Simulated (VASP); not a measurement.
A run of VASP 6.6.1 is set up as follows.

The input INCAR:

```
ALGO = Normal
EDIFF = 1E-7
ENCUT = 520
GGA = PE
ISIF = 2
ISMEAR = 0
LASPH = True
LCHARG = True
LELF = True
LREAL = False
LVHAR = True
LWAVE = False
NBANDS = 16
NELM = 60
PREC = Accurate
SIGMA = 0.03
```

The input KPOINTS:

```
k-points
0
Gamma
  11 11 11
```

File POSCAR:

```
GaN
1.0
    0.0000000000      2.1352350000      2.1352350000
    2.1352350000      0.0000000000      2.1352350000
    2.1352350000      2.1352350000      0.0000000000
Ga N
1 1
Direct
    0.0000000000      0.0000000000      0.0000000000
    0.5000000000      0.5000000000      0.5000000000
```

Potentials or basis: VASP PAW PBE potentials, release 64 (Ga_d, N).

The run is started by

```bash
$ cat potpaw_PBE.64/Ga_d/POTCAR potpaw_PBE.64/N/POTCAR > POTCAR
$ mpirun -np 1 vasp_std > vasp.out
```

Problem. What does it give for the pressure?

Solution. 0.4 GPa.

Problem. Estimate the band gap on the k mesh.

Solution. 0.54 eV, indirect (least direct gap 2.37 eV).

A k mesh can miss the band edges.
